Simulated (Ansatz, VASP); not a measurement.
## Two plane-wave programs on NaCl

INCAR

```
ALGO = Normal
EDIFF = 1E-6
ENCUT = 520
GGA = PE
ISIF = 2
ISMEAR = 0
LASPH = True
LCHARG = True
LELF = True
LREAL = False
LVHAR = True
LWAVE = False
NBANDS = 14
NELM = 80
PREC = Accurate
SIGMA = 0.05
```

File KPOINTS:

```
k-points
0
Gamma
  6 6 6
```

Contents of POSCAR:

```
NaCl
1.0
    3.4146352500      0.0000000000      0.0000000000
    0.0000000000      3.4146352500      0.0000000000
    0.0000000000      0.0000000000      3.3270805000
Na Cl
1 1
Direct
    0.0000000000      0.0000000000      0.0000000000
    0.5000000000      0.5000000000      0.5000000000
```

Input for Ansatz:

```yaml
crystal:
  lattice:
    - [3.41463525, 0.0, 0.0]
    - [0.0, 3.41463525, 0.0]
    - [0.0, 0.0, 3.3270805]
  atoms:
    - { symbol: Na, position: [0.0, 0.0, 0.0] }
    - { symbol: Cl, position: [0.5, 0.5, 0.5] }
basis:
  ecutwfc: 420
kpoints:
  mp_grid: { grid: [6, 6, 6] }
hamiltonian:
  xc: pbe
scf:
  occupations: { method: gaussian, width: 0.05 }
output:
  forces: true
  stress: true
  eigenvalues: true
```

Change from the starting cell: strain -0.025 along x and y, -0.050 along z, atoms carried along.

Alike in both runs: task single point; functional PBE; k mesh 6 × 6 × 6; occupations gaussian, width 0.05 eV; no spin polarisation.

```csv
,VASP,Ansatz
version,VASP 6.6.1,Ansatz 0.2.0
potentials or method,"VASP PAW PBE potentials, release 64 (Na_pv, Cl), cutoff 520 eV","scalar-relativistic, plane waves, PAW"
valence electrons in the cell,14,16
```

VASP gave:

* gap on the k mesh at the Fermi level (eV): 4.22
* least direct gap on the mesh (eV): 4.75
* pressure (GPa): 3.5
* traceless stress, the component that is largest in VASP (GPa): 1.62

Problem. Estimate Ansatz's values.

Solution. gap on the k mesh at the Fermi level (eV): 4.21; least direct gap on the mesh (eV): 4.75; pressure (GPa): 3.5; traceless stress, the component that is largest in VASP (GPa): 1.62.

VASP's potentials hold 14 valence electrons a cell and Ansatz's 16, so a difference there can come from the potentials and not from the codes.
